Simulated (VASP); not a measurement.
# Ga in VASP: a series of runs, part 2 of 2

VASP 6.6.1.

### Step 3. Relaxation of shape and atoms at fixed volume, PBE (20.65 Å³/atom)

This run uses another cell than the first one, of 20.65 Å³/atom.

INCAR reads:

```
SYSTEM = Ga
PREC = Accurate
ENCUT = 600
EDIFF = 1E-6
ISMEAR = 0
SIGMA = 0.1
LREAL = .False.
LASPH = .True.
NELM = 100
ALGO = Fast
ISIF = 4
LWAVE = .False.
LCHARG = .False.
GGA = PE
IBRION = 2
NSW = 50
EDIFFG = -0.01
```

KPOINTS reads:

```
Automatic mesh
0
Gamma
  20 20 20
  0 0 0
```

POSCAR reads:

```
Ga
1.0
    2.7430535936      0.0000000000      0.0000000000
    0.0000000000      2.7430535936      0.0000000000
    0.0000000000      0.0000000000      2.7440143896
Ga
1
Direct
    0.5000000000      0.5000000000      0.5000000000
```

Potentials or basis: VASP PAW PBE potentials, release 64 (Ga_d).

On the command line:

```bash
> cat potpaw_PBE.64/Ga_d/POTCAR > POTCAR
> mpirun -np 1 vasp_std > vasp.out
```

OUTCAR:

```text
SYSTEM = Ga
   PREC = Accurate
   ENCUT = 600
   EDIFF = 1E-6
   ISMEAR = 0
   LREAL = .False.
   LASPH = .True.
   NELM = 100
   ISIF = 4
   GGA = PE
   IBRION = 2
   NSW = 50
   EDIFFG = -0.01

 ion  position               nearest neighbor table
   1  0.500  0.500  0.500-

  LATTYP: Found a simple tetragonal cell.
 ALAT       =     2.7430535936
 C/A-ratio  =     1.0003502651

  Lattice vectors:

 A1 = (   2.7430535936,   0.0000000000,   0.0000000000)
 A2 = (   0.0000000000,   2.7430535936,   0.0000000000)
 A3 = (   0.0000000000,   0.0000000000,   2.7440143896)

Analysis of symmetry for initial positions (statically):
=====================================================================
 Subroutine PRICEL returns:
 Original cell was already a primitive cell.

 Routine SETGRP: Setting up the symmetry group for a
 simple tetragonal supercell.

 Subroutine GETGRP returns: Found 16 space group operations
 (whereof 16 operations were pure point group operations)
 out of a pool of 16 trial point group operations.

The static configuration has the point symmetry D_4h.

Analysis of symmetry for dynamics (positions and initial velocities):
=====================================================================
 Subroutine PRICEL returns:
 Original cell was already a primitive cell.

 Routine SETGRP: Setting up the symmetry group for a
 simple tetragonal supercell.

 Subroutine GETGRP returns: Found 16 space group operations
 (whereof 16 operations were pure point group operations)
 out of a pool of 16 trial point group operations.

The dynamic configuration has the point symmetry D_4h.

 Subroutine INISYM returns: Found 16 space group operations
 (whereof 16 operations are pure point group operations),
 and found     1 'primitive' translations

----------------------------------------------------------------------------------------

                                     Primitive cell

  volume of cell :      20.6469

  direct lattice vectors                    reciprocal lattice vectors
     2.743053594  0.000000000  0.000000000     0.364557223  0.000000000  0.000000000
     0.000000000  2.743053594  0.000000000     0.000000000  0.364557223  0.000000000
     0.000000000  0.000000000  2.744014390     0.000000000  0.000000000  0.364429576

  length of vectors
     2.743053594  2.743053594  2.744014390     0.364557223  0.364557223  0.364429576

  position of ions in fractional coordinates (direct lattice)
     0.500000000  0.500000000  0.500000000

  ion indices of the primitive-cell ions
   primitive index   ion index
                 1           1

----------------------------------------------------------------------------------------

 KPOINTS: Automatic mesh

Automatic generation of k-mesh.
 Grid dimensions read from file:
 generate k-points for:   20   20   20

 Generating k-lattice:

  Cartesian coordinates                     Fractional coordinates (reciprocal lattice)
     0.018227861  0.000000000  0.000000000     0.050000000  0.000000000  0.000000000
     0.000000000  0.018227861  0.000000000     0.000000000  0.050000000  0.000000000
     0.000000000  0.000000000  0.018221479     0.000000000  0.000000000  0.050000000

  Length of vectors
     0.018227861  0.018227861  0.018221479

  Shift w.r.t. Gamma in fractional coordinates (k-lattice)
     0.000000000  0.000000000  0.000000000

 Subroutine IBZKPT returns following result:
 ===========================================

 Found    726 irreducible k-points:

 Following reciprocal coordinates:
            Coordinates               Weight
  0.000000  0.000000  0.000000      1.000000
  0.050000  0.000000  0.000000      4.000000
  0.100000  0.000000  0.000000      4.000000
  0.150000  0.000000  0.000000      4.000000
  0.200000  0.000000  0.000000      4.000000
  0.250000  0.000000  0.000000      4.000000
[... 16 lines left out ...]
  0.150000  0.100000  0.000000      8.000000
  0.200000  0.100000  0.000000      8.000000
 [... further k-points ...]
   k-points           NKPTS =    726   k-points in BZ     NKDIM =    726   number of bands    NBANDS=     10
   number of dos      NEDOS =    301   number of ions     NIONS =      1
   total plane-waves  NPLWV =  13824
   dimension x,y,z NGX =    24 NGY =   24 NGZ =   24
   dimension x,y,z NGXF=    48 NGYF=   48 NGZF=   48
   ions per type =               1
   NGX,Y,Z   is equivalent  to a cutoff of  14.55, 14.55, 14.54 a.u.
   NGXF,Y,Z  is equivalent  to a cutoff of  29.09, 29.09, 29.08 a.u.
 SYSTEM =  Ga
   PREC   = accura    normal or accurate (medium, high low for compatibility)
   ISTART =      0    job   : 0-new  1-cont  2-samecut
   ICHARG =      2    charge: 1-file 2-atom 10-const
   ISPIN  =      1    spin polarized calculation?
   LNONCOLLINEAR =      F non collinear calculations
   LSORBIT =      F    spin-orbit coupling
   LASPH  =      T    aspherical Exc in radial PAW
   ENCUT  =  600.0 eV  44.10 Ry    6.64 a.u.   5.48  5.48  5.48*2*pi/ulx,y,z
   NELM   =    100;   NELMIN=  2; NELMDL= -5     # of ELM steps
   EDIFF  = 0.1E-05   stopping-criterion for ELM
   LREAL  =      F    real-space projection
   EDIFFG = -.1E-01   stopping-criterion for IOM
   NSW    =     50    number of steps for IOM
   IBRION =      2    ionic relax: 0-MD 1-quasi-New 2-CG
   NFREE  =      1    steps in history (QN), initial steepest desc. (CG)
   ISIF   =      4    stress and relaxation
   ISYM   =      2    0-nonsym 1-usesym 2-fastsym
   POTIM  = 0.5000    time-step for ionic-motion
   TEBEG  =    0.0;   TEEND  =   0.0 temperature during run
   PSTRESS=    0.0 pullay stress
   NELECT =      13.0000    total number of electrons
   NUPDOWN=      -1.0000    fix difference up-down
   EMIN   =  10.00;   EMAX   =-10.00  energy-range for DOS
   EFERMI =   0.00;   METHOD = LEGACY
   ISMEAR =     0;   SIGMA  =   0.10  broadening in eV -4-tet -1-fermi 0-gaus
   EFERMI_NEDOS =   21; number of points for ismear=-14 and -15
   IALGO  =     68    algorithm
   IMIX   =      4    mixing-type and parameters
     AMIX     =   0.40;   BMIX     =  1.00
     AMIX_MAG =   1.60;   BMIX_MAG =  1.00
  volume/ion in A,a.u.               =      20.65       139.33
  Fermi-wavevector in a.u.,A,eV,Ry     =   1.403151  2.651570 26.787581  1.968832
  Thomas-Fermi vector in A             =   2.525841
   LORBIT       =      0    0 simple, 1 ext, 2 COOP (PROOUT), +10 PAW based schemes
   GGA     = PE    functional components
   LHFCALC =     F    Hartree Fock is set to
   AEXX    =    0.0000 exact exchange contribution
   IVDW    =     0    specifies the selected vdW correction
   LEPSILON=     F    determine dielectric tensor
   LRPA    =     F    only Hartree local field effects (RPA)
 conjugate gradient relaxation of ions
 non-spin polarized calculation
 RMM-DIIS sequential band-by-band and
 Gauss-broadening in eV      SIGMA  =   0.10
  energy-cutoff  :      600.00
  volume of cell :       20.65
 maximum number of plane-waves:       739
 NGX is ok and might be reduce to    24
   NGX = 11   NGY = 11   NGZ = 11

 number of electron      13.0000005 magnetization

 Free energy of the ion-electron system (eV)
  ---------------------------------------------------
  ext. energy  EPLUGINS =         0.00000000
  ---------------------------------------------------
  free energy    TOTEN  =        -2.82476917 eV

  energy without entropy =       -2.82191993  energy(sigma->0) =       -2.82334455

 E-fermi :   4.5181     XC(G=0): -10.4936

 val. band max:        4.5139388324   @ k =   0.4000   0.2500   0.5000
 cond. band min:       4.5289283720   @ k =   0.4500   0.2000   0.4000
 fundamental gap:      0.0149895395
 Fermi energy:         4.5180853925

 k-point     1 :       0.0000    0.0000    0.0000
  band No.  band energies     occupation
      1     -10.5614      2.00000
      2     -10.5611      2.00000
      3     -10.0829      2.00000
      4     -10.0829      2.00000
      5     -10.0826      2.00000
      6      -5.8491      2.00000
      7      13.2603      0.00000
      8      13.2739      0.00000
      9      13.2739      0.00000
     10      16.2085      0.00000
[... 287 lines left out ...]
 k-point    24 :       0.2000    0.1000    0.0000
  band No.  band energies     occupation
      1     -10.5267      2.00000
      2     -10.4351      2.00000
      3     -10.1448      2.00000
      4     -10.1273      2.00000
      5     -10.0914      2.00000
      6      -4.8546      2.00000
      7       7.7564      0.00000
      8      11.6620      0.00000
      9      14.2632      0.00000
     10      17.6872      0.00000

 [... further k-points ...]

------------------------ aborting loop because EDIFF is reached ----------------------------------------

  FORCE on cell =-STRESS in cart. coord.  units (eV):
  Direction    XX          YY          ZZ          XY          YZ          ZX
  --------------------------------------------------------------------------------------
  -------------------------------------------------------------------------------------
  Total       -0.1364241     -0.1364241     -0.1394614      0.0000000     -0.0000000      0.0000000
  in kB      -10.5863608    -10.5863608    -10.8220550      0.0000000     -0.0000000      0.0000000
  external PRESSURE =     -10.6649255 kB  Pullay stress =       0.0000000 kB

 VOLUME and BASIS-vectors are now :
 -----------------------------------------------------------------------------
  energy-cutoff  :      600.00
  volume of cell :       20.65
      direct lattice vectors                 reciprocal lattice vectors
     2.743053594  0.000000000  0.000000000     0.364557223  0.000000000  0.000000000
     0.000000000  2.743053594  0.000000000     0.000000000  0.364557223  0.000000000
     0.000000000  0.000000000  2.744014390     0.000000000  0.000000000  0.364429576

 POSITION                                       TOTAL-FORCE (eV/Angst)
 -----------------------------------------------------------------------------------
      1.37153      1.37153      1.37201         0.000000      0.000000      0.000000
 -----------------------------------------------------------------------------------
    total drift:                                0.000000     -0.000000     -0.000000

  FREE ENERGIE OF THE ION-ELECTRON SYSTEM (eV)
  ---------------------------------------------------
  free  energy   TOTEN  =        -2.8247691665 eV

  energy  without entropy=       -2.8219199347  energy(sigma->0) =       -2.82334455

 reached required accuracy - stopping structural energy minimisation
```

OSZICAR:

```text
N       E                     dE             d eps       ncg     rms          rms(c)
DAV:   1     0.430725223298E+02    0.43073E+02   -0.75719E+03 14586   0.242E+03
DAV:   2    -0.116567493145E+01   -0.44238E+02   -0.43100E+02 15050   0.270E+02
DAV:   3    -0.282850607547E+01   -0.16628E+01   -0.16538E+01 17044   0.474E+01
DAV:   4    -0.284449969912E+01   -0.15994E-01   -0.15978E-01 16946   0.490E+00
DAV:   5    -0.284470806798E+01   -0.20837E-03   -0.20836E-03 17132   0.495E-01    0.868E-01
RMM:   6    -0.282681008508E+01    0.17898E-01   -0.37374E-02 15075   0.324E+00    0.437E-01
RMM:   7    -0.282488405646E+01    0.19260E-02   -0.11074E-02 15644   0.136E+00    0.128E-01
RMM:   8    -0.282474271970E+01    0.14134E-03   -0.10331E-03 15107   0.452E-01    0.202E-02
RMM:   9    -0.282476659158E+01   -0.23872E-04   -0.14653E-04 15563   0.188E-01    0.727E-03
RMM:  10    -0.282476905809E+01   -0.24665E-05   -0.31575E-05 17558   0.732E-02    0.577E-04
RMM:  11    -0.282476916654E+01   -0.10845E-06   -0.43707E-06 11000   0.241E-02
   1 F= -.28247692E+01 E0= -.28233446E+01  d E =-.282477E+01
```

CONTCAR:

```text
Ga
   1.00000000000000
     2.7430535936000000    0.0000000000000000    0.0000000000000000
     0.0000000000000000    2.7430535936000000    0.0000000000000000
     0.0000000000000000    0.0000000000000000    2.7440143896000002
  Ga
     1
Direct
     0.5000000000000000    0.5000000000000000    0.5000000000000000

  0.00000000E+00  0.00000000E+00  0.00000000E+00
```

It took 72 s on 1 thread of Intel Xeon 6975P-C (Granite Rapids), shared host; peak memory 0.3 GiB.

Results:

- Free energy: -2.8248 eV
- Pressure after relaxing: -1.1 GPa
- Band gap on the k mesh: zero (an odd number of electrons rules out a gap without spin polarisation)

Final structure:
```
Ga
1.0
     2.74305    0.00000    0.00000
     0.00000    2.74305    0.00000
     0.00000    0.00000    2.74401
Ga
1
Direct
  0.50000 0.50000 0.50000
```

Caveat: the relaxation stopped at its first step, so nothing moved.
